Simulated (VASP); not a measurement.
Input of a VASP 6.6.1 run:

File INCAR:

```
SYSTEM = Mo
  PREC = Accurate
  ENCUT = 500
  EDIFF = 1E-6
  ISMEAR = 1
  SIGMA = 0.02
  LREAL = .False.
  LASPH = .True.
  NELM = 120
  ALGO = Normal
  ISIF = 2
  LWAVE = .False.
  LCHARG = .False.
  GGA = PE
  NBANDS = 13
  GGA_COMPAT = .False.
```

The input KPOINTS:

```
Automatic mesh
0
Gamma
  10 10 10
  0 0 0
```

Contents of POSCAR:

```
Mo
1.0
   -1.5872784016      1.5872784016      1.5872784016
    1.5872784016     -1.5872784016      1.5872784016
    1.5872784016      1.5872784016     -1.5872784016
Mo
1
Direct
    0.0000000000      0.0000000000      0.0000000000
```

Potentials or basis: VASP PAW PBE potentials, release 64 (Mo_sv).

Launch:

```bash
$ cat potpaw_PBE.64/Mo_sv/POTCAR > POTCAR
$ mpirun -np 1 vasp_std > vasp.out
```

Problem. Estimate the band gap on the k mesh.

Solution. Zero (band 7 reaches 16.10 eV, above the bottom of band 8 at 10.92 eV).

Problem. What does it give for the pressure?

Solution. -3.5 GPa.
